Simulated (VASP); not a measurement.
TiTe2:

```
Ti Te
1.0
     7.30379    0.00000    0.00000
     0.00000    7.30379    0.00000
     0.00000    0.00000    4.82050
Ti Te
2 4
Cartesian
  0.0000 0.0000 0.0000
  3.6519 3.6519 2.4102
  2.2277 2.2277 0.0000
  1.4242 5.8795 2.4102
  5.8795 1.4242 2.4102
  5.0761 5.0761 0.0000
```

- Program: VASP 6.6.1
- Task: relaxation of cell and atoms
- Functional: PBEsol
- Potentials or basis: VASP PAW PBE potentials, release 64 (Ti_sv, Te)
- Cutoff: 500 eV
- k mesh: 4 × 4 × 4
- Occupations: fermi-dirac, width 0.03 eV
- Spin: no spin polarisation

At the start: pressure -10.8 GPa; volume 42.86 Å³/atom.

Q: How do energy, volume and symmetry change on relaxing?

A: Over 17 steps the energy falls by 825.7 meV/atom and the volume is 27.12 Å³/atom (-36.7 %); space group P4_2/mnm (No. 136, to 0.1 Å) before and after.

Step by step:
| step | energy change (eV) | largest force (eV/Å) | pressure (GPa) | volume (Å³) |
| --- | --- | --- | --- | --- |
| 1 | 0.0000 | 0.4907 | -10.79 | 257.15 |
| 2 | -4.6326 | 0.8231 | 1.98 | 163.78 |
| 3 | -4.6561 | 0.6485 | 0.16 | 168.03 |
| 4 | -4.7805 | 0.4604 | 0.03 | 167.18 |
| 5 | -4.9227 | 0.0588 | -0.24 | 165.07 |
| 6 | -4.9382 | 0.0475 | -0.37 | 164.29 |
| 7 | -4.9364 | 0.2981 | -0.46 | 162.58 |
| 8 | -4.9460 | 0.1377 | -0.46 | 163.64 |
| 9 | -4.9464 | 0.2004 | -0.46 | 163.24 |
| 10 | -4.9469 | 0.1626 | -0.47 | 163.48 |
| 11 | -4.9442 | 0.0867 | 1.06 | 160.10 |
| 12 | -4.9528 | 0.0617 | 0.17 | 162.04 |
| 13 | -4.9537 | 0.0172 | -0.12 | 162.92 |
| 14 | -4.9538 | 0.0261 | -0.06 | 162.74 |
| 15 | -4.9539 | 0.0072 | 0.07 | 162.53 |
| 16 | -4.9539 | 0.0013 | 0.05 | 162.59 |
| 17 | -4.9540 | 0.0048 | -0.01 | 162.74 |

Final structure:
```
CELL_PARAMETERS angstrom
6.69532 0.00000 0.00000
0.00000 6.69532 0.00000
0.00000 0.00000 3.63039
ATOMIC_POSITIONS crystal
Ti 0.00000 0.00000 0.00000
Ti 0.50000 0.50000 0.50000
Te 0.29308 0.29308 0.00000
Te 0.20692 0.79308 0.50000
Te 0.79308 0.20692 0.50000
Te 0.70692 0.70692 0.00000
```

Caveat: the volume moved by over 15 % at a fixed basis, so the end points are rough; the structure was generated, so it needn't be the stable form of TiTe2; the PAW data sets were made with another functional, which shifts forces and pressure a little.
